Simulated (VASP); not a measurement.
Set up this calculation in VASP 6.6.1, as the native input.

```yaml
Task: single point
Functional: BLYP
Potentials_or_basis: VASP PAW PBE potentials, release 64 (Re)
Cutoff: 520 eV
k_mesh: 11 × 11 × 11
Occupations: fermi-dirac, width 0.1 eV
Spin: no spin polarisation
Dipole_correction: no
Further_INCAR_settings: ALGO = Normal; EDIFF = 1e-06; NBANDS = 14
```

The structure of Re lies in POSCAR:

```
Re
1.0
    0.0000000000      2.8236421346      2.8236421346
    2.8236421346      0.0000000000      2.8236421346
    2.8236421346      2.8236421346      0.0000000000
Re
2
Direct
    0.1250000000      0.1250000000      0.1250000000
    0.8750000000      0.8750000000      0.8750000000
```

This cell differs from its parent crystal: volume scaled by 0.96.

These files were run (other wordings do the same):

INCAR

```
SYSTEM = Re
  PREC = Accurate
  ENCUT = 520
  EDIFF = 1E-6
  ISMEAR = -1
  SIGMA = 0.1
  LREAL = .False.
  LASPH = .True.
  NELM = 60
  ALGO = Normal
  ISIF = 2
  LWAVE = .False.
  LCHARG = .False.
  GGA = B5
  ALDAX = 1.0
  AGGAX = 1.0
  AGGAC = 1.0
  ALDAC = 0.0
  NBANDS = 14
```

KPOINTS

```
Automatic mesh
0
Gamma
  11 11 11
  0 0 0
```

Potentials or basis: VASP PAW PBE potentials, release 64 (Re).

The run is started by

```console
$ cat potpaw_PBE.64/Re/POTCAR > POTCAR
$ mpirun -np 1 vasp_std > vasp.out
```

Results of the run:

- Pressure: 6.5 GPa
- Band gap on the k mesh: zero (band 7 reaches 4.63 eV, above the bottom of band 8 at 3.53 eV)

Caveat: the PAW data sets were made with another functional, which shifts forces and pressure a little; spin-orbit coupling is left out, which moves the levels of the heavy elements.

It took 66 s on 1 thread of AMD EPYC 7R13 Processor (Zen 3), on a shared host, peak memory 0.15 GiB.
